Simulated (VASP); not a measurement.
# Na2N (P6/mmm) in VASP: further runs

Runs on Na2N. Level: PBE. Tasks: single point, relaxation of cell and atoms.

Everything below comes from runs of VASP 6.6.1. Logs are shortened: lines on timing, memory, paths and dates and some standing lists are left out, and cuts for length are marked.

### 1 The cell of the first run

It takes space group P6/mmm (No. 191, hexagonal). The conventional cell has a = 4.338 Å, b = 4.338 Å, c = 3.161 Å, α = 90.00°, β = 90.00°, γ = 120.00°. Na (site symmetry -6m2) has 5 Na at 2.50 to 3.16 Å and 3 N at 2.50 Å within 3.3 Å. N (site symmetry 6/mmm) has 6 Na at 2.50 Å and 2 N at 3.16 Å within 3.3 Å.

### 2 Single point, PBE

Input file INCAR:

```
ALGO = Normal
EDIFF = 1E-6
ENCUT = 520
GGA = PE
ISIF = 2
ISMEAR = 0
LASPH = True
LCHARG = True
LELF = True
LREAL = False
LVHAR = True
LWAVE = False
NBANDS = 16
NELM = 100
PREC = Accurate
SIGMA = 0.1
```

Input file KPOINTS:

```
k-points
0
Gamma
  12 12 14
```

Input file POSCAR:

```
Na2N
1.0
    4.3377274190      0.0000000000      0.0000000000
   -2.1688637095      3.7565821395      0.0000000000
    0.0000000000      0.0000000000      3.1608145988
Na N
2 1
Direct
    0.3333333333      0.6666666667      0.0000000000
    0.6666666667      0.3333333333      0.0000000000
    0.0000000000      0.0000000000      0.0000000000
```

Potentials or basis: VASP PAW PBE potentials, release 64 (Na_pv, N).

The run is started by

```console
$ cat potpaw_PBE.64/Na_pv/POTCAR potpaw_PBE.64/N/POTCAR > POTCAR
$ mpirun -np 1 vasp_std > vasp.out
```

OUTCAR:

```text
EDIFF = 1E-6
   ENCUT = 520
   GGA = PE
   ISIF = 2
   ISMEAR = 0
   LASPH = True
   LREAL = False
   NELM = 100
   PREC = Accurate

 ion  position               nearest neighbor table
   1  0.333  0.667  0.000-   2 2.50   2 2.50   2 2.50
   2  0.667  0.333  0.000-   1 2.50   1 2.50   1 2.50
   3  0.000  0.000  0.000-

  LATTYP: Found a hexagonal cell.
 ALAT       =     4.3377274190
 C/A-ratio  =     0.7286798578

  Lattice vectors:

 A1 = (   4.3377274190,   0.0000000000,   0.0000000000)
 A2 = (  -2.1688637095,   3.7565821395,   0.0000000000)
 A3 = (   0.0000000000,   0.0000000000,   3.1608145988)

Analysis of symmetry for initial positions (statically):
=====================================================================
 Subroutine PRICEL returns:
 Original cell was already a primitive cell.

 Routine SETGRP: Setting up the symmetry group for a
 hexagonal supercell.

 Subroutine GETGRP returns: Found 24 space group operations
 (whereof 24 operations were pure point group operations)
 out of a pool of 24 trial point group operations.

The static configuration has the point symmetry D_6h.

Analysis of symmetry for dynamics (positions and initial velocities):
=====================================================================
 Subroutine PRICEL returns:
 Original cell was already a primitive cell.

 Routine SETGRP: Setting up the symmetry group for a
 hexagonal supercell.

 Subroutine GETGRP returns: Found 24 space group operations
 (whereof 24 operations were pure point group operations)
 out of a pool of 24 trial point group operations.

The dynamic configuration has the point symmetry D_6h.

 Subroutine INISYM returns: Found 24 space group operations
 (whereof 24 operations are pure point group operations),
 and found     1 'primitive' translations

----------------------------------------------------------------------------------------

                                     Primitive cell

  volume of cell :      51.5056

  direct lattice vectors                    reciprocal lattice vectors
     4.337727419  0.000000000  0.000000000     0.230535463  0.133099712  0.000000000
    -2.168863710  3.756582139  0.000000000     0.000000000  0.266199424  0.000000000
     0.000000000  0.000000000  3.160814599     0.000000000  0.000000000  0.316374140

  length of vectors
     4.337727419  4.337727419  3.160814599     0.266199424  0.266199424  0.316374140

  position of ions in fractional coordinates (direct lattice)
     0.333333333  0.666666667  0.000000000
     0.666666667  0.333333333  0.000000000
     0.000000000  0.000000000  0.000000000

  ion indices of the primitive-cell ions
   primitive index   ion index
                 1           1
                 2           2
                 3           3

----------------------------------------------------------------------------------------

 KPOINTS: k-points

Automatic generation of k-mesh.
 Grid dimensions read from file:
 generate k-points for:   12   12   14

 Generating k-lattice:

  Cartesian coordinates                     Fractional coordinates (reciprocal lattice)
     0.019211289  0.011091643  0.000000000     0.083333333  0.000000000  0.000000000
     0.000000000  0.022183285  0.000000000     0.000000000  0.083333333  0.000000000
     0.000000000  0.000000000  0.022598153     0.000000000  0.000000000  0.071428571

  Length of vectors
     0.022183285  0.022183285  0.022598153

  Shift w.r.t. Gamma in fractional coordinates (k-lattice)
     0.000000000  0.000000000  0.000000000

 Subroutine IBZKPT returns following result:
 ===========================================

 Found    152 irreducible k-points:

 Following reciprocal coordinates:
            Coordinates               Weight
  0.000000  0.000000  0.000000      1.000000
  0.083333  0.000000  0.000000      6.000000
  0.166667 -0.000000  0.000000      6.000000
  0.250000  0.000000  0.000000      6.000000
  0.333333  0.000000  0.000000      6.000000
  0.416667 -0.000000  0.000000      6.000000
[... 16 lines left out ...]
  0.250000  0.000000  0.071429     12.000000
  0.333333  0.000000  0.071429     12.000000
 [... further k-points ...]
   k-points           NKPTS =    152   k-points in BZ     NKDIM =    152   number of bands    NBANDS=     16
   number of dos      NEDOS =    301   number of ions     NIONS =      3
   total plane-waves  NPLWV =  24576
   dimension x,y,z NGX =    32 NGY =   32 NGZ =   24
   dimension x,y,z NGXF=    64 NGYF=   64 NGZF=   48
   ions per type =               2   1
   NGX,Y,Z   is equivalent  to a cutoff of  12.26, 12.26, 12.62 a.u.
   NGXF,Y,Z  is equivalent  to a cutoff of  24.53, 24.53, 25.25 a.u.
 SYSTEM =  unknown system
   PREC   = accura    normal or accurate (medium, high low for compatibility)
   ISTART =      0    job   : 0-new  1-cont  2-samecut
   ICHARG =      2    charge: 1-file 2-atom 10-const
   ISPIN  =      1    spin polarized calculation?
   LNONCOLLINEAR =      F non collinear calculations
   LSORBIT =      F    spin-orbit coupling
   LASPH  =      T    aspherical Exc in radial PAW
   ENCUT  =  520.0 eV  38.22 Ry    6.18 a.u.   8.07  8.07  5.88*2*pi/ulx,y,z
   NELM   =    100;   NELMIN=  2; NELMDL= -5     # of ELM steps
   EDIFF  = 0.1E-05   stopping-criterion for ELM
   LREAL  =      F    real-space projection
   EDIFFG = 0.1E-04   stopping-criterion for IOM
   NSW    =      0    number of steps for IOM
   IBRION =     -1    ionic relax: 0-MD 1-quasi-New 2-CG
   NFREE  =      0    steps in history (QN), initial steepest desc. (CG)
   ISIF   =      2    stress and relaxation
   ISYM   =      2    0-nonsym 1-usesym 2-fastsym
   POTIM  = 0.5000    time-step for ionic-motion
   TEBEG  =    0.0;   TEEND  =   0.0 temperature during run
   PSTRESS=    0.0 pullay stress
   NELECT =      19.0000    total number of electrons
   NUPDOWN=      -1.0000    fix difference up-down
   EMIN   =  10.00;   EMAX   =-10.00  energy-range for DOS
   EFERMI =   0.00;   METHOD = LEGACY
   ISMEAR =     0;   SIGMA  =   0.10  broadening in eV -4-tet -1-fermi 0-gaus
   EFERMI_NEDOS =   21; number of points for ismear=-14 and -15
   IALGO  =     38    algorithm
   IMIX   =      4    mixing-type and parameters
     AMIX     =   0.40;   BMIX     =  1.00
     AMIX_MAG =   1.60;   BMIX_MAG =  1.00
  volume/ion in A,a.u.               =      17.17       115.86
  Fermi-wavevector in a.u.,A,eV,Ry     =   1.174108  2.218742 18.756028  1.378529
  Thomas-Fermi vector in A             =   2.310510
   LORBIT       =      0    0 simple, 1 ext, 2 COOP (PROOUT), +10 PAW based schemes
   GGA     = PE    functional components
   LHFCALC =     F    Hartree Fock is set to
   AEXX    =    0.0000 exact exchange contribution
   IVDW    =     0    specifies the selected vdW correction
   LEPSILON=     F    determine dielectric tensor
   LRPA    =     F    only Hartree local field effects (RPA)
 non-spin polarized calculation
 Gauss-broadening in eV      SIGMA  =   0.10
  energy-cutoff  :      520.00
  volume of cell :       51.51
 maximum number of plane-waves:      1404
   NGX = 17   NGY = 17   NGZ = 11

 number of electron      19.0000014 magnetization

 Free energy of the ion-electron system (eV)
  ---------------------------------------------------
  ext. energy  EPLUGINS =         0.00000000
  ---------------------------------------------------
  free energy    TOTEN  =        -8.35273105 eV

  energy without entropy =       -8.33999455  energy(sigma->0) =       -8.34636280

 E-fermi :   0.9550     XC(G=0):  -8.4039

 val. band max:        0.9517694927   @ k =   0.3333   0.0000   0.5000
 cond. band min:       0.9553042405   @ k =   0.1667   0.1667   0.2143
 fundamental gap:      0.0035347478
 Fermi energy:         0.9550346198

 k-point     1 :       0.0000    0.0000    0.0000
  band No.  band energies     occupation
      1     -22.9164      2.00000
      2     -22.9164      2.00000
      3     -22.8117      2.00000
      4     -22.7008      2.00000
      5     -22.5349      2.00000
      6     -22.5349      2.00000
[... 8 lines left out ...]
     15      13.2909      0.00000
     16      13.8694      0.00000

 k-point     2 :       0.0833    0.0000    0.0000
  band No.  band energies     occupation
      1     -22.9199      2.00000
      2     -22.9126      2.00000
      3     -22.8100      2.00000
      4     -22.7025      2.00000
      5     -22.5402      2.00000
      6     -22.5315      2.00000
[... 8 lines left out ...]
     15      13.2547      0.00000
     16      13.6885      0.00000

 k-point     3 :       0.1667   -0.0000    0.0000
  band No.  band energies     occupation
      1     -22.9292      2.00000
      2     -22.9019      2.00000
      3     -22.8051      2.00000
      4     -22.7073      2.00000
      5     -22.5551      2.00000
      6     -22.5225      2.00000
[... 8 lines left out ...]
     15      12.8431      0.00000
     16      13.8155      0.00000

 k-point     4 :       0.2500    0.0000    0.0000
  band No.  band energies     occupation
      1     -22.9413      2.00000
      2     -22.8863      2.00000
      3     -22.7975      2.00000
      4     -22.7148      2.00000
      5     -22.5763      2.00000
      6     -22.5108      2.00000
[... 8 lines left out ...]
     15      13.4273      0.00000
     16      14.1671      0.00000

 k-point     5 :       0.3333    0.0000    0.0000
  band No.  band energies     occupation
      1     -22.9527      2.00000
      2     -22.8693      2.00000
      3     -22.7881      2.00000
      4     -22.7241      2.00000
      5     -22.5988      2.00000
      6     -22.4998      2.00000
[... 8 lines left out ...]
     15      14.3101      0.00000
     16      14.4888      0.00000

 k-point     6 :       0.4167   -0.0000    0.0000
  band No.  band energies     occupation
      1     -22.9608      2.00000
      2     -22.8555      2.00000
      3     -22.7789      2.00000
      4     -22.7332      2.00000
      5     -22.6165      2.00000
      6     -22.4920      2.00000
[... 8 lines left out ...]
     15      14.8868      0.00000
     16      14.9527      0.00000

 k-point     7 :       0.5000    0.0000    0.0000
  band No.  band energies     occupation
      1     -22.9636      2.00000
      2     -22.8501      2.00000
      3     -22.7744      2.00000
      4     -22.7376      2.00000
      5     -22.6234      2.00000
      6     -22.4892      2.00000
[... 8 lines left out ...]
     15      15.1181      0.00000
     16      15.1488      0.00000

 k-point     8 :       0.0833    0.0833    0.0000
  band No.  band energies     occupation
      1     -22.9269      2.00000
      2     -22.9046      2.00000
      3     -22.8067      2.00000
      4     -22.7057      2.00000
      5     -22.5508      2.00000
      6     -22.5249      2.00000
[... 8 lines left out ...]
     15      12.9325      0.00000
     16      13.7325      0.00000

 k-point     9 :       0.1667    0.0833    0.0000
  band No.  band energies     occupation
      1     -22.9390      2.00000
      2     -22.8896      2.00000
      3     -22.8004      2.00000
      4     -22.7119      2.00000
      5     -22.5700      2.00000
      6     -22.5139      2.00000
[... 8 lines left out ...]
     15      12.8695      0.00000
     16      14.0619      0.00000
[... 172 lines left out ...]
 k-point    19 :       0.3333    0.3333    0.0000
  band No.  band energies     occupation
      1     -22.9971      2.00000
      2     -22.7560      2.00000
      3     -22.7560      2.00000
      4     -22.7315      2.00000
      5     -22.7315      2.00000
      6     -22.4690      2.00000
[... 8 lines left out ...]
     15      14.3253      0.00000
     16      14.3253      0.00000

 k-point    20 :       0.0000    0.0000    0.0714
  band No.  band energies     occupation
      1     -22.9157      2.00000
      2     -22.9157      2.00000
      3     -22.8172      2.00000
      4     -22.7048      2.00000
      5     -22.5345      2.00000
      6     -22.5345      2.00000
[... 8 lines left out ...]
     15      12.7518      0.00000
     16      13.7726      0.00000

 k-point    21 :       0.0833    0.0000    0.0714
  band No.  band energies     occupation
      1     -22.9192      2.00000
      2     -22.9119      2.00000
      3     -22.8155      2.00000
      4     -22.7065      2.00000
      5     -22.5398      2.00000
      6     -22.5311      2.00000
[... 8 lines left out ...]
     15      12.8192      0.00000
     16      13.4522      0.00000

 k-point    22 :       0.1667   -0.0000    0.0714
  band No.  band energies     occupation
      1     -22.9285      2.00000
      2     -22.9012      2.00000
      3     -22.8105      2.00000
      4     -22.7113      2.00000
      5     -22.5547      2.00000
      6     -22.5221      2.00000
[... 8 lines left out ...]
     15      12.8573      0.00000
     16      13.0785      0.00000

 k-point    23 :       0.2500    0.0000    0.0714
  band No.  band energies     occupation
      1     -22.9406      2.00000
      2     -22.8856      2.00000
      3     -22.8027      2.00000
      4     -22.7190      2.00000
      5     -22.5759      2.00000
      6     -22.5105      2.00000
[... 8 lines left out ...]
     15      13.2659      0.00000
     16      13.6007      0.00000

 k-point    24 :       0.3333    0.0000    0.0714
  band No.  band energies     occupation
      1     -22.9520      2.00000
      2     -22.8686      2.00000
      3     -22.7932      2.00000
      4     -22.7283      2.00000
      5     -22.5983      2.00000
      6     -22.4994      2.00000
[... 8 lines left out ...]
     15      13.6806      0.00000
     16      14.3997      0.00000

 [... further k-points ...]

------------------------ aborting loop because EDIFF is reached ----------------------------------------

  FORCE on cell =-STRESS in cart. coord.  units (eV):
  Direction    XX          YY          ZZ          XY          YZ          ZX
  --------------------------------------------------------------------------------------
  -------------------------------------------------------------------------------------
  Total        0.0154548      0.0154548     -0.0004091      0.0000000      0.0000000     -0.0000000
  in kB        0.4807494      0.4807494     -0.0127249      0.0000000      0.0000000     -0.0000000
  external PRESSURE =       0.3162580 kB  Pullay stress =       0.0000000 kB

 VOLUME and BASIS-vectors are now :
 -----------------------------------------------------------------------------
  energy-cutoff  :      520.00
  volume of cell :       51.51
      direct lattice vectors                 reciprocal lattice vectors
     4.337727419  0.000000000  0.000000000     0.230535463  0.133099712  0.000000000
    -2.168863710  3.756582139  0.000000000     0.000000000  0.266199424  0.000000000
     0.000000000  0.000000000  3.160814599     0.000000000  0.000000000  0.316374140

 POSITION                                       TOTAL-FORCE (eV/Angst)
 -----------------------------------------------------------------------------------
     -0.00000      2.50439      0.00000        -0.000000      0.000000     -0.000000
      2.16886      1.25219      0.00000         0.000000     -0.000000      0.000000
      0.00000      0.00000      0.00000         0.000000      0.000000      0.000000
 -----------------------------------------------------------------------------------
    total drift:                               -0.000000      0.000000     -0.000000

  FREE ENERGIE OF THE ION-ELECTRON SYSTEM (eV)
  ---------------------------------------------------
  free  energy   TOTEN  =        -8.3527310459 eV

  energy  without entropy=       -8.3399945455  energy(sigma->0) =       -8.34636280
```

It took 35 s on 1 thread of AMD EPYC 9R45 (Zen 5), shared host; peak memory 0.2 GiB.

Results:

| Item | Value |
| --- | --- |
| Free energy | -8.3527 eV |
| Pressure | 0.0 GPa |

Levels at points of the mesh, in eV from the Fermi level:
| k point | band 6 | band 7 | band 8 | band 9 | band 10 | band 11 | band 12 | band 13 |
| --- | --- | --- | --- | --- | --- | --- | --- | --- |
| (0.00, 0.00, 0.00) | -23.49 | -11.60 | -0.48 | -0.48 | 0.54 | 1.17 | 7.34 | 7.34 |
| (0.50, 0.00, 0.00) | -23.44 | -11.39 | -2.06 | -0.64 | 1.21 | 3.25 | 4.45 | 8.45 |
| (0.00, 0.00, 0.50) | -23.48 | -11.08 | -1.77 | 0.03 | 0.03 | 4.33 | 5.91 | 9.91 |
| (0.50, 0.00, 0.50) | -23.44 | -10.94 | -1.24 | -0.70 | -0.02 | 3.47 | 6.18 | 7.70 |

### 3 Relaxation of cell and atoms, PBE

This run uses another cell than the first one, of 16.87 Å³/atom, 0.983 times its volume.

Input file INCAR:

```
SYSTEM = Na2N
  PREC = Accurate
  ENCUT = 600
  EDIFF = 1E-6
  ISMEAR = 0
  SIGMA = 0.1
  LREAL = .False.
  LASPH = .True.
  NELM = 100
  ALGO = Normal
  ISIF = 3
  LWAVE = .False.
  LCHARG = .False.
  GGA = PE
  IBRION = 2
  NSW = 100
  EDIFFG = -0.01
```

Input file KPOINTS:

```
regular mesh
0
Gamma
  12 12 14
  0 0 0
```

Input file POSCAR:

```
Na2N
1.0
    4.3430308434      0.0000000000      0.0000000000
   -2.1715154217      3.7611750398      0.0000000000
    0.0000000000      0.0000000000      3.0990039886
Na N
2 1
Direct
    0.3333333333      0.6666666667      0.0000000000
    0.6666666667      0.3333333333      0.0000000000
    0.0000000000      0.0000000000      0.0000000000
```

Potentials or basis: VASP PAW PBE potentials, release 64 (Na_pv, N).

The run is started by

```console
$ cat potpaw_PBE.64/Na_pv/POTCAR potpaw_PBE.64/N/POTCAR > POTCAR
$ mpirun -np 1 vasp_std > vasp.out
```

It took 2.3 min on 1 thread of AMD EPYC 9R45 (Zen 5), shared host; peak memory 0.23 GiB.

Results (log left out):

| Item | Value |
| --- | --- |
| Free energy | -8.3536 eV |
| Relaxed volume | 17.14 Å³/atom |
| Relaxed cell | a = 4.338 Å, b = 4.338 Å, c = 3.156 Å, α = 90.00°, β = 90.00°, γ = 120.00° |
| Space group after relaxing (to 0.05 Å) | P6/mmm (No. 191) |
| Energy gained by relaxing | 0.6 meV/atom |
| Ionic steps | 6 |
| Pressure after relaxing | 0.0 GPa |

Step by step:
```tsv
step	energy change (eV)	largest force (eV/Å)	pressure (GPa)	volume (Å³)
1	0.0000	0.0000	0.01	50.62
2	-0.0007	0.0000	0.11	50.63
3	-0.0011	0.0000	0.29	50.63
4	-0.0015	0.0000	0.20	50.94
5	-0.0018	0.0000	-0.11	51.65
6	-0.0018	0.0000	-0.03	51.43
```

Final structure:
```xyz
3
Lattice="4.3382 0.0000 0.0000 -2.1691 3.7570 0.0000 0.0000 0.0000 3.1557" Properties=species:S:1:pos:R:3 pbc="T T T"
Na    0.0000    2.5047    0.0000
Na    2.1691    1.2523    0.0000
N     0.0000    0.0000    0.0000
```

Levels at points of the mesh, in eV from the Fermi level:
```
           k point  band 6  band 7  band 8  band 9  band 10  band 11  band 12  band 13
(0.00, 0.00, 0.00)  -23.49  -11.61   -0.48   -0.48     0.54     1.18     7.33     7.33
(0.50, 0.00, 0.00)  -23.45  -11.40   -2.07   -0.64     1.21     3.24     4.45     8.44
(0.00, 0.00, 0.50)  -23.49  -11.08   -1.78    0.03     0.03     4.33     5.92     9.91
(0.50, 0.00, 0.50)  -23.44  -10.94   -1.25   -0.70    -0.02     3.47     6.18     7.70
```
